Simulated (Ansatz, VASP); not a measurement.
Two plane-wave programs on NaPt2BrO2

```
Na Pt Br O
1.0
     4.13217    0.00000    0.00000
     0.00000    4.13217    0.00000
     0.00000    0.00000    5.26773
Na Pt Br O
1 2 1 2
Cartesian
  0.0000 0.0000 0.0000
  2.0661 2.0661 3.9579
  2.0661 2.0661 1.3098
  0.0000 0.0000 2.6339
  2.0661 0.0000 0.0000
  0.0000 2.0661 0.0000
```

Change from the starting cell: species swapped into the CeSi2Mo2C type (P4/mmm, No. 123).

Alike in both runs: functional PBE; k mesh 3 × 3 × 2; occupations gaussian, width 0.15 eV; no spin polarisation.

Ansatz relaxed the structure, and its values are those at the end. VASP's run is a single point on that final structure, the one shown.

```csv
,VASP,Ansatz
version,VASP 6.6.1,Ansatz 0.2.0
potentials or method,"VASP PAW PBE potentials, release 64 (Na_pv, Pt, Br, O), cutoff 600 eV","scalar-relativistic, plane waves, PAW"
valence electrons in the cell,46,64
```

|  | VASP | Ansatz | Ansatz less VASP |
| --- | --- | --- | --- |
| gap on the k mesh at the Fermi level (eV) | none | none | - |
| pressure (GPa) | 0.0 | 0.0 | -0.04 |
| rms of the force components (eV/Å) | 0.015 | 0.008 | -0.0072 |

A gap of «none» marks a metal or a gap that the smearing closes. With one functional, cell and mesh, what is left measures potentials, basis and numerics. VASP's potentials hold 46 valence electrons a cell and Ansatz's 64, so a difference there can come from the potentials and not from the codes.

The k mesh is coarse, so the values compare programs but aren't converged. Neither program's run includes spin-orbit coupling.
